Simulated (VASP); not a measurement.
The system is BN.

```
N B
1.0
     0.00000    1.81300    1.81300
     1.81300    0.00000    1.81300
     1.81300    1.81300    0.00000
N B
1 1
Cartesian
  0.9065 0.9065 0.9065
  0.0000 0.0000 0.0000
```

- Program: VASP 6.6.1
- Task: relaxation of cell and atoms
- Functional: PBEsol
- Dispersion: D4
- Potentials or basis: VASP PAW PBE potentials, release 64 (N, B)
- Cutoff: 600 eV
- k mesh: 13 × 13 × 13
- Occupations: fermi-dirac, width 0.05 eV
- Spin: no spin polarisation

At the start: pressure -9.2 GPa; volume 5.96 Å³/atom.

Q: How do energy, volume and symmetry change on relaxing?

A: Over 3 steps the energy falls by 4.2 meV/atom and the volume is 5.82 Å³/atom (-2.4 %); space group F-43m (No. 216, to 0.05 Å).

Step by step:
| step | energy change (eV) | largest force (eV/Å) | pressure (GPa) | volume (Å³) |
| --- | --- | --- | --- | --- |
| 1 | 0.0000 | 0.0000 | -9.20 | 11.92 |
| 2 | 0.0010 | 0.0000 | 10.59 | 11.34 |
| 3 | -0.0084 | 0.0000 | -0.04 | 11.63 |

Final structure:
```
N B
1.0
     0.00000    1.79834    1.79834
     1.79834    0.00000    1.79834
     1.79834    1.79834    0.00000
N B
1 1
Direct
  0.25000 0.25000 0.25000
  0.00000 0.00000 0.00000
```

Caveat: the PAW data sets were made with another functional, which shifts forces and pressure a little.
